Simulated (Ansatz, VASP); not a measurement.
**Si4Mo3 in VASP and in Ansatz**

```
CELL_PARAMETERS angstrom
3.21685 0.00000 0.00000
0.00000 3.21685 0.00000
0.00000 0.00000 22.87302
ATOMIC_POSITIONS crystal
Mo 0.50000 0.50000 0.33254
Mo 0.00000 0.00000 0.50000
Mo 0.50000 0.50000 0.66746
Si 0.00000 0.00000 0.38222
Si 0.50000 0.50000 0.44204
Si 0.50000 0.50000 0.55796
Si 0.00000 0.00000 0.61778
```

Alike in both runs: functional PBE; k mesh 11 × 11 × 1; occupations gaussian, width 0.1 eV; no spin polarisation.

Ansatz relaxed the structure, and its values are those at the end. VASP's run is a single point on that final structure, the one shown.

|  | VASP | Ansatz |
| --- | --- | --- |
| version | VASP 6.6.1 | Ansatz 0.2.0 |
| potentials or method | VASP PAW PBE potentials, release 64 (Mo_sv, Si), cutoff 520 eV | scalar-relativistic, plane waves, PAW |
| valence electrons in the cell | 58 | 58 |

```tsv
	VASP	Ansatz	Ansatz less VASP
gap on the k mesh at the Fermi level (eV)	none	none	-
rms of the force components (eV/Å)	0.004	0.001	-0.0025
work function, face that differs most (eV)	3.82	3.83	+0.003
```

A gap of «none» marks a metal or a gap that the smearing closes. With one functional, cell and mesh, what is left measures potentials, basis and numerics.
